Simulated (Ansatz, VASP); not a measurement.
**SiC: VASP beside Ansatz**

File INCAR:

```
PREC = Accurate
ENCUT = 520
EDIFF = 1E-7
ISMEAR = 0
SIGMA = 0.01
LREAL = F
LASPH = T
NELM = 100
ALGO = Normal
ISIF = 2
LWAVE = F
LCHARG = F
GGA = PE
NBANDS = 16
```

The input KPOINTS:

```
regular mesh
0
Gamma
  12 12 6
```

POSCAR

```
SiC
1.0
    3.0753564139      0.0000000000      0.0000000000
   -1.5376782070      2.6633367801      0.0000000000
    0.0000000000      0.0000000000      5.0481087282
Si C
2 2
Direct
    0.3333333333      0.6666666667      0.4995917720
    0.6666666667      0.3333333333      0.9995917720
    0.3333333333      0.6666666667      0.8754082280
    0.6666666667      0.3333333333      0.3754082280
```

Input for Ansatz:

```yaml
crystal:
  lattice:
    - [3.0753564139, 0.0, 0.0]
    - [-1.537678207, 2.6633367801, 0.0]
    - [0.0, 0.0, 5.0481087282]
  atoms:
    - { symbol: Si, position: [0.3333333333, 0.6666666667, 0.499591772] }
    - { symbol: Si, position: [0.6666666667, 0.3333333333, 0.999591772] }
    - { symbol: C, position: [0.3333333333, 0.6666666667, 0.875408228] }
    - { symbol: C, position: [0.6666666667, 0.3333333333, 0.375408228] }
kpoints:
  mp_grid: { grid: [12, 12, 6] }
  band_path:
    path:
      - [0.0, 0.0, 0.0]
      - [0.5, 0.0, 0.0]
      - [0.3333333333, 0.3333333333, 0.0]
      - [0.0, 0.0, 0.5]
      - [0.5, 0.0, 0.5]
      - [0.3333333333, 0.3333333333, 0.5]
    npoints: 1
hamiltonian:
  xc: pbe
scf:
  occupations: { method: fixed }
  n_extra_bands: 5
output:
  forces: true
  stress: true
  eigenvalues: true
```

Alike in both runs: task single point; functional PBE; k mesh 12 × 12 × 6; no spin polarisation.

|  | VASP | Ansatz |
| --- | --- | --- |
| version | VASP 6.6.1 | Ansatz 0.2.0 |
| potentials or method | VASP PAW PBE potentials, release 64 (Si, C) | plane waves, PAW |
| plane-wave cutoff (eV) | 520 | 420 |
| occupations | gaussian, width 0.01 eV | fixed |
| valence electrons in the cell | 16 | 16 |

```csv
,VASP,Ansatz,Ansatz less VASP
gap on the k mesh at the Fermi level (eV),2.27,2.28,+0.004
pressure (GPa),3.5,3.5,+0.05
"traceless stress, the component that is largest in VASP (GPa)",-0.12,-0.13,-0.009
```
